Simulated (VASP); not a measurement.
Input of a VASP 6.6.1 run:

Contents of INCAR:

```
ALGO = Normal
EDIFF = 1E-6
ENCUT = 520
GGA = PE
ISIF = 2
ISMEAR = 0
LASPH = T
LCHARG = F
LREAL = F
LWAVE = F
NBANDS = 43
NELM = 80
PREC = Accurate
SIGMA = 0.01
```

The input KPOINTS:

```
k-points
0
Gamma
  4 4 4
```

POSCAR

```
Li3InF6
1.0
    0.0000000000      4.0472430000      4.0472430000
    4.0472430000      0.0000000000      4.0472430000
    4.0472430000      4.0472430000      0.0000000000
Li In F
3 1 6
Direct
    0.2500000000      0.2500000000      0.2500000000
    0.7500000000      0.7500000000      0.7500000000
    0.5000000000      0.5000000000      0.5000000000
    0.0000000000      0.0000000000      0.0000000000
    0.2561070000      0.2561070000      0.7438930000
    0.2561070000      0.7438930000      0.7438930000
    0.7438930000      0.7438930000      0.2561070000
    0.2561070000      0.7438930000      0.2561070000
    0.7438930000      0.2561070000      0.7438930000
    0.7438930000      0.2561070000      0.2561070000
```

Potentials or basis: VASP PAW PBE potentials, release 64 (Li_sv, In_d, F).

Run with:

```console
$ cat potpaw_PBE.64/Li_sv/POTCAR potpaw_PBE.64/In_d/POTCAR potpaw_PBE.64/F/POTCAR > POTCAR
$ mpirun -np 1 vasp_std > vasp.out
```

Question: Estimate the band gap on the k mesh.

Answer: 4.86 eV.

Question: Predict the largest force.

Answer: 0.049 eV/Å.

Forces in eV/Å, atoms in the order of the input:
```
Li   0.000  0.000  0.000
Li   0.000  0.000  0.000
Li   0.000  0.000  0.000
In   0.000  0.000  0.000
F    0.000  0.000  0.049
F   -0.049  0.000  0.000
F    0.000  0.000 -0.049
F    0.000  0.049  0.000
F    0.000 -0.049  0.000
F    0.049  0.000  0.000
```

Caveat: spin-orbit coupling is left out, which moves the levels of the heavy elements.
